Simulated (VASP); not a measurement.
A run of VASP 6.6.1:

File INCAR:

```
PREC = Accurate
ENCUT = 600
EDIFF = 1E-6
ISMEAR = 0
SIGMA = 0.1
LREAL = False
LASPH = True
NELM = 100
ALGO = Normal
ISIF = 3
LWAVE = False
LCHARG = False
GGA = PE
IBRION = 2
NSW = 90
EDIFFG = -0.04
```

Contents of KPOINTS:

```
regular mesh
0
Gamma
  4 4 4
```

File POSCAR:

```
Te4W
1.0
    4.1138214900     -4.9334756700      0.0000000000
    4.1138214900      4.9334756700      0.0000000000
    0.0000000000      0.0000000000      3.7486460000
Te W
4 1
Direct
    0.7327440800      0.2672559200      0.5000000000
    0.2835574700      0.2835574700      0.0000000000
    0.7164425300      0.7164425300      0.0000000000
    0.2672559200      0.7327440800      0.5000000000
    0.5000000000      0.5000000000      0.5000000000
```

Potentials or basis: VASP PAW PBE potentials, release 64 (Te, W_sv).

Launch:

```bash
$ cat potpaw_PBE.64/Te/POTCAR potpaw_PBE.64/W_sv/POTCAR > POTCAR
$ mpirun -np 1 vasp_std > vasp.out
```

Hardware: 1 thread of Intel(R) Xeon(R) Platinum 8259CL CPU @ 2.50GHz (Skylake/Cascade Lake) (shared host).

Task: How long does it take, and how much memory?

Result: Run time: 31 min on 1 thread of Intel(R) Xeon(R) Platinum 8259CL CPU @ 2.50GHz (Skylake/Cascade Lake) (shared host), peak memory 0.35 GiB. Counts: scf iterations 272, k points 21, ion steps 30.
